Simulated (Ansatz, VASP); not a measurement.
**One calculation of In3Se, two programs**

```
In Se
1.0
     4.58785    0.00000    0.00000
     0.00000    4.58785    0.02867
     0.00000    0.02867    4.58785
In Se
3 1
Direct
  0.00000 0.50000 0.50000
  0.50000 0.00000 0.50000
  0.50000 0.50000 0.00000
  0.00000 0.00000 0.00000
```

Change from the starting cell: strain +0.0125 x Voigt [0, 0, 0, 1, 0, 0], atoms carried along.

Alike in both runs: task single point; functional PBEsol; dispersion D3(BJ); k mesh 10 × 10 × 10; occupations gaussian, width 0.15 eV; no spin polarisation.

|  | VASP | Ansatz |
| --- | --- | --- |
| version | VASP 6.6.1 | Ansatz 0.2.0 |
| potentials or method | VASP PAW PBE potentials, release 64 (In_d, Se), cutoff 520 eV | scalar-relativistic, plane waves, PAW |
| valence electrons in the cell | 45 | 55 |

```csv
,VASP,Ansatz,Ansatz less VASP
gap on the k mesh at the Fermi level (eV),none,none,-
pressure (GPa),0.0,0.0,0.00
"traceless stress, the component that is largest in VASP (GPa)",-0.12,-0.12,0.000
```

VASP's potentials were made for PBE, not for PBEsol. A gap of «none» marks a metal or a gap that the smearing closes. VASP's potentials hold 45 valence electrons a cell and Ansatz's 55, so a difference there can come from the potentials and not from the codes.
